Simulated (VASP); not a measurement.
BN (Qingsongite), 2 atoms in the cell. It takes space group F-43m (No. 216, cubic). Conventional cell: a = 3.316 Å, b = 3.316 Å, c = 3.316 Å, α = 90.00°, β = 90.00°, γ = 90.00°. Within 1.9 Å of B (site symmetry -43m) lie 4 N at 1.44 Å. Within 1.9 Å of N (site symmetry -43m) lie 4 B at 1.44 Å. 

| Quantity | Value |
| --- | --- |
| Program | VASP 6.6.1 |
| Task | single point |
| Functional | PBE |
| Potentials or basis | VASP PAW PBE potentials, release 64 (B, N) |
| Cutoff | 600 eV |
| k mesh | 10 × 10 × 10 |
| Occupations | gaussian, width 0.1 eV |
| Spin | no spin polarisation |
| Dipole correction | no |
| Further INCAR settings | ALGO = Normal; EDIFF = 1e-06; NBANDS = 11 |

Potentials or basis: VASP PAW PBE potentials, release 64 (B, N).

Command:

```bash
$ cat potpaw_PBE.64/B/POTCAR potpaw_PBE.64/N/POTCAR > POTCAR
$ mpirun -np 1 vasp_std > vasp.out
```

Hardware: 1 thread of Intel Xeon 8259CL (shared host).

Question: How long does it take, and how much memory?

Answer: Run time: 6.8 s on 1 thread of Intel Xeon 8259CL (shared host), peak memory 0.12 GiB. Counts: scf iterations 12, k points 47.
